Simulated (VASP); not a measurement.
# Ni in VASP: single point with LDA

Aim: the single point of Ni with LDA.

Program: VASP 6.6.1. These are calculated values, not measurements. Logs are shortened: lines on timing, memory, paths and dates and some standing lists are left out, and cuts for length are marked.

## Step 1: The cell of the first run

The cell holds a slab with vacuum, 8 atoms: a = 2.421 Å, b = 2.421 Å, c = 26.984 Å, α = 90.00°, β = 90.00°, γ = 90.00°.

## Step 2: Single point, LDA, collinear spin, ferromagnetic start

INCAR

```
SYSTEM = Ni
ALGO     = Fast           ! electronic algorithm
DIPOL    = 0.5 0.5 0.500
EDIFF    = 1E-6           ! SCF threshold, eV
ENCUT    = 520            ! plane-wave cutoff, eV
IDIPOL   = 3            
ISIF     = 2              ! what is computed and relaxed
ISMEAR   = 0              ! smearing method
ISPIN    = 2              ! spin polarisation
LASPH    = .True.         ! aspherical terms in the spheres
LCHARG   = .False.        ! write CHGCAR
LDIPOL   = .True.       
LMAXMIX  = 4              ! l up to which the mixer works
LORBIT   = 11             ! projections on sites
LREAL    = .False.        ! projectors in reciprocal space
LWAVE    = .False.        ! write WAVECAR
MAGMOM   = 0.7 0.7 0.7 0.7 0.7 0.7 0.7 0.7 ! initial moments
NBANDS   = 54             ! bands
NELM     = 150            ! most SCF steps
PREC     = Accurate       ! precision mode
SIGMA    = 0.1            ! smearing width, eV
```

KPOINTS

```
k-points
0
Gamma
  14 14 1
  0 0 0
```

POSCAR

```
Ni
1.0
    2.4211898352      0.0000000000      0.0000000000
    0.0000000000      2.4211898352      0.0000000000
    0.0000000000      0.0000000000     26.9842782573
Ni
8
Direct
    0.5000000000      0.5000000000      0.2779396183
    0.0000000000      0.0000000000      0.3413854417
    0.5000000000      0.5000000000      0.4048312650
    0.0000000000      0.0000000000      0.4682770883
    0.5000000000      0.5000000000      0.5317229117
    0.0000000000      0.0000000000      0.5951687350
    0.5000000000      0.5000000000      0.6586145583
    0.0000000000      0.0000000000      0.7220603817
```

Potentials or basis: VASP PAW LDA potentials, release 64 (Ni).

Started as:

```bash
$ cat potpaw_LDA.64/Ni/POTCAR > POTCAR
$ mpirun -np 1 vasp_std > vasp.out
```

OUTCAR:

```text
SYSTEM = Ni
   EDIFF = 1E-6
   ENCUT = 520
   ISIF = 2
   ISMEAR = 0
   ISPIN = 2
   LASPH = .True.
   LORBIT = 11
   LREAL = .False.
   NELM = 150
   PREC = Accurate

 ion  position               nearest neighbor table
   1  0.500  0.500  0.278-   2 2.42   2 2.42   2 2.42   2 2.42
   2  0.000  0.000  0.341-   3 2.42   3 2.42   3 2.42   3 2.42   1 2.42   1 2.42   1 2.42   1 2.42

   3  0.500  0.500  0.405-   2 2.42   4 2.42   2 2.42   4 2.42   2 2.42   4 2.42   2 2.42   4 2.42

   4  0.000  0.000  0.468-   3 2.42   3 2.42   3 2.42   3 2.42   5 2.42   5 2.42   5 2.42   5 2.42

   5  0.500  0.500  0.532-   6 2.42   6 2.42   6 2.42   6 2.42   4 2.42   4 2.42   4 2.42   4 2.42

   6  0.000  0.000  0.595-   5 2.42   7 2.42   5 2.42   7 2.42   5 2.42   7 2.42   5 2.42   7 2.42

   7  0.500  0.500  0.659-   6 2.42   6 2.42   6 2.42   6 2.42   8 2.42   8 2.42   8 2.42   8 2.42

   8  0.000  0.000  0.722-   7 2.42   7 2.42   7 2.42   7 2.42

  LATTYP: Found a simple tetragonal cell.
 ALAT       =     2.4211898352
 C/A-ratio  =    11.1450485480

  Lattice vectors:

 A1 = (   2.4211898352,   0.0000000000,   0.0000000000)
 A2 = (   0.0000000000,   2.4211898352,   0.0000000000)
 A3 = (   0.0000000000,   0.0000000000,  26.9842782573)

Analysis of symmetry for initial positions (statically):
=====================================================================
 Subroutine PRICEL returns:
 Original cell was already a primitive cell.

 Routine SETGRP: Setting up the symmetry group for a
 simple tetragonal supercell.

 Subroutine GETGRP returns: Found 16 space group operations
 (whereof  8 operations were pure point group operations)
 out of a pool of 16 trial point group operations.

The static configuration has the point symmetry C_4v.
 The point group associated with its full space group is D_4h.

Analysis of symmetry for dynamics (positions and initial velocities):
=====================================================================
 Subroutine PRICEL returns:
 Original cell was already a primitive cell.

 Routine SETGRP: Setting up the symmetry group for a
 simple tetragonal supercell.

 Subroutine GETGRP returns: Found 16 space group operations
 (whereof  8 operations were pure point group operations)
 out of a pool of 16 trial point group operations.

The dynamic configuration has the point symmetry C_4v.
 The point group associated with its full space group is D_4h.

Analysis of structural, dynamic, and magnetic symmetry:
=====================================================================
 Subroutine PRICEL returns:
 Original cell was already a primitive cell.

[... 173 lines left out ...]
 E-fermi :   2.6175     XC(G=0):  -7.9379

 val. band max:        2.6166081952   @ k =   0.4286   0.0714   0.0000
 cond. band min:       2.6215831785   @ k =   0.1429   0.0000   0.0000
 fundamental gap:      0.0049749833
 Fermi energy:         2.6174701702

 spin component 1

 k-point     1 :       0.0000    0.0000    0.0000
  band No.  band energies     occupation
      1      -6.7413      1.00000
      2      -6.1690      1.00000
      3      -5.2689      1.00000
      4      -4.1725      1.00000
      5      -3.1129      1.00000
      6      -2.5252      1.00000
[... 1309 lines left out ...]
     51      10.2402      0.00000
     52      10.8512      0.00000

 [... further k-points ...]

 spin component 2

 k-point     1 :       0.0000    0.0000    0.0000
  band No.  band energies     occupation
      1      -6.6984      1.00000
      2      -6.1233      1.00000
      3      -5.2177      1.00000
      4      -4.1067      1.00000
      5      -2.9948      1.00000
      6      -2.2718      1.00000
[... 1309 lines left out ...]
     51      10.4886      0.00000
     52      11.0564      0.00000

 [... further k-points ...]

 [bands above 52 left out]

------------------------ aborting loop because EDIFF is reached ----------------------------------------

 vacuum level on the upper side and lower side of the slab       (xc-potential included)        -0.008        -0.008

  FORCE on cell =-STRESS in cart. coord.  units (eV):
  Direction    XX          YY          ZZ          XY          YZ          ZX
  --------------------------------------------------------------------------------------
  -------------------------------------------------------------------------------------
  Total       -2.8809968     -2.8809968     -1.2909643      0.0000000      0.0000000      0.0000000
  in kB      -29.1799716    -29.1799716    -13.0754404      0.0000000      0.0000000      0.0000000
  external PRESSURE =     -23.8117945 kB  Pullay stress =       0.0000000 kB

 VOLUME and BASIS-vectors are now :
 -----------------------------------------------------------------------------
  energy-cutoff  :      520.00
  volume of cell :      158.19
      direct lattice vectors                 reciprocal lattice vectors
     2.421189835  0.000000000  0.000000000     0.413020072  0.000000000  0.000000000
     0.000000000  2.421189835  0.000000000     0.000000000  0.413020072  0.000000000
     0.000000000  0.000000000 26.984278257     0.000000000  0.000000000  0.037058616

 POSITION                                       TOTAL-FORCE (eV/Angst)
 -----------------------------------------------------------------------------------
      1.21059      1.21059      7.50000        -0.000000     -0.000000      0.388406
      0.00000      0.00000      9.21204        -0.000000      0.000000     -0.407202
      1.21059      1.21059     10.92408         0.000000     -0.000000      0.021971
      0.00000      0.00000     12.63612         0.000000     -0.000000      0.000982
      1.21059      1.21059     14.34816        -0.000000      0.000000     -0.000982
      0.00000      0.00000     16.06020        -0.000000     -0.000000     -0.021971
      1.21059      1.21059     17.77224        -0.000000     -0.000000      0.407202
      0.00000      0.00000     19.48428        -0.000000      0.000000     -0.388406
 -----------------------------------------------------------------------------------
    total drift:                                0.000000      0.000000     -0.000000

  FREE ENERGIE OF THE ION-ELECTRON SYSTEM (eV)
  ---------------------------------------------------
  free  energy   TOTEN  =       -50.5544802839 eV

  energy  without entropy=      -50.4857199660  energy(sigma->0) =      -50.52010012

 vacuum level on the upper side and lower side of the slab         7.947         7.947

 total charge

# of ion       s       p       d       tot
------------------------------------------
    1        0.500   0.386   8.353   9.239
    2        0.531   0.569   8.365   9.464
    3        0.535   0.572   8.368   9.474
    4        0.535   0.571   8.370   9.476
    5        0.535   0.571   8.370   9.476
    6        0.535   0.572   8.368   9.474
    7        0.531   0.569   8.365   9.464
    8        0.500   0.386   8.353   9.239
--------------------------------------------------
tot          4.200   4.195  66.912  75.307

 magnetization (x)

# of ion       s       p       d       tot
------------------------------------------
    1       -0.002  -0.014   0.686   0.670
    2       -0.006  -0.019   0.608   0.583
    3       -0.006  -0.019   0.602   0.576
    4       -0.005  -0.019   0.579   0.556
    5       -0.005  -0.019   0.579   0.556
    6       -0.006  -0.019   0.602   0.576
    7       -0.006  -0.019   0.608   0.583
    8       -0.002  -0.014   0.686   0.670
--------------------------------------------------
tot         -0.037  -0.143   4.951   4.771
```

stdout:

```text
POSCAR found type information on POSCAR Ni
 POSCAR found :  1 types and       8 ions
 scaLAPACK will be used
 LDA part: xc-table for (Slater(with rela. corr.)+CA(PZ))
 , standard interpolation
 POSCAR, INCAR and KPOINTS ok, starting setup
 FFT: planning ... GRIDC
 FFT: planning ... GRID_SOFT
 FFT: planning ... GRID
 WAVECAR not read
 entering main loop
```

It took 32 min on 1 thread of Oxide Virtual Turin-like, shared host; peak memory 0.45 GiB.

Results:

* Free energy: -50.5545 eV
* Largest force: 0.407 eV/Å
* Net moment: 4.75 μB per cell
* Site moments: Ni +0.67, +0.58, +0.56 (each value once) μB
* Valence electrons inside the program's atomic spheres: Ni 9.24, 9.46, 9.47, 9.48 (each value once)

Forces in eV/Å, atoms in the order of the input:
```
Ni   0.000  0.000  0.388
Ni   0.000  0.000 -0.407
Ni   0.000  0.000  0.022
Ni   0.000  0.000  0.001
Ni   0.000  0.000 -0.001
Ni   0.000  0.000 -0.022
Ni   0.000  0.000  0.407
Ni   0.000  0.000 -0.388
```

Levels at points of the mesh, in eV from the Fermi level:
Spin up:
```
           k point  band 38  band 39  band 40  band 41  band 42  band 43  band 44  band 45  band 46  band 47
(0.00, 0.00, 0.00)    -0.77    -0.68    -0.54    -0.49    -0.49    -0.46    -0.43    -0.34    -0.34    -0.03
(0.50, 0.00, 0.00)    -0.61    -0.48    -0.48     0.18     0.18     0.82     0.82     1.13     1.13     1.24
(0.50, 0.50, 0.00)    -0.28    -0.01    -0.01     2.98     2.98     4.09     4.09     5.53     5.53     7.14
```
Spin down:
| k point | band 36 | band 37 | band 38 | band 39 | band 40 | band 41 |
| --- | --- | --- | --- | --- | --- | --- |
| (0.00, 0.00, 0.00) | -0.27 | -0.10 | -0.10 | -0.10 | 0.05 | 0.11 |
| (0.50, 0.00, 0.00) | -0.19 | 0.05 | 0.05 | 0.17 | 0.17 | 0.49 |
| (0.50, 0.50, 0.00) | 0.37 | 0.38 | 0.38 | 0.73 | 0.73 | 3.08 |
